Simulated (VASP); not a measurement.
# Ir: single point with PBE

Crystal: Ir.

```
Ir
1.0
     0.00000    2.10860    1.62995
     2.10860    0.00000    1.62995
     2.10860    2.10860    0.00000
Ir
1
Direct
  0.00000 0.00000 0.00000
```

```yaml
Program: VASP 6.6.1
Task: single point
Functional: PBE
Potentials_or_basis: VASP PAW PBE potentials, release 64 (Ir)
Cutoff: 520 eV
k_mesh: 22 × 22 × 22
Occupations: gaussian, width 0.15 eV
Spin: no spin polarisation
Dipole_correction: no
Further_INCAR_settings: ALGO = Normal; EDIFF = 1e-06; NBANDS = 10
```

```yaml
Pressure: 10.5 GPa
Band_gap_on_the_k_mesh: zero (an odd number of electrons rules out a gap without spin polarisation)
```

Stress tensor (GPa, compression positive):
```
-3.88  0.00  0.00
 0.00 -3.88  0.00
 0.00  0.00 39.29
```

Levels at points of the mesh, in eV from the Fermi level:
```tsv
k point	band 1	band 2	band 3	band 4	band 5	band 6	band 7	band 8	band 9
(0.00, 0.00, 0.00)	-10.64	-3.85	-3.85	-3.03	-1.36	-0.06	15.82	17.61	17.61
(0.50, 0.00, 0.00)	-7.58	-5.11	-1.45	-0.27	0.05	2.04	7.73	13.37	17.70
(0.50, 0.50, 0.00)	-7.11	-7.11	1.24	1.64	1.64	6.14	8.87	8.87	14.40
(0.50, 0.00, 0.50)	-7.49	-6.06	0.05	0.21	0.33	2.35	8.52	12.51	15.48
```

It took 57 s on 1 thread of Intel(R) Xeon(R) Platinum 8559C (Emerald Rapids), with other jobs on the host, peak memory 0.24 GiB.

Caveat: the cell stands under pressure; spin-orbit coupling is left out, which moves the levels of the heavy elements.
